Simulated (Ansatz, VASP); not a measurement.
# Two plane-wave programs on PbS

```
Pb S
1.0
     6.19382    0.00000    0.00000
     0.00000    3.08729    2.96854
     0.00000   -3.08729    2.96854
Pb S
2 2
Direct
  0.73178 0.26051 0.76051
  0.26822 0.76051 0.26051
  0.72220 0.76049 0.26049
  0.27780 0.26049 0.76049
```

Change from the starting cell: biaxial_xy strain +4.0%.

Alike in both runs: task single point; functional PBE; k mesh 4 × 6 × 6; occupations fermi-dirac, width 0.02 eV; no spin polarisation.

```csv
,VASP,Ansatz
version,VASP 6.6.1,Ansatz 0.2.0
potentials or method,"VASP PAW PBE potentials, release 64 (Pb_d, S)","plane waves, PAW"
plane-wave cutoff (eV),520,420
valence electrons in the cell,40,40
```

|  | VASP | Ansatz | Ansatz less VASP |
| --- | --- | --- | --- |
| gap on the k mesh at the Fermi level (eV) | 1.09 | 1.09 | -0.003 |
| pressure (GPa) | -0.9 | -0.8 | +0.06 |
| traceless stress, the component that is largest in VASP (GPa) | -1.87 | -1.87 | +0.003 |
| rms of the force components (eV/Å) | 0.038 | 0.038 | -0.0003 |

Atom by atom the forces differ by 0.001 eV/Å (rms over components).

Spin-orbit coupling is off throughout.
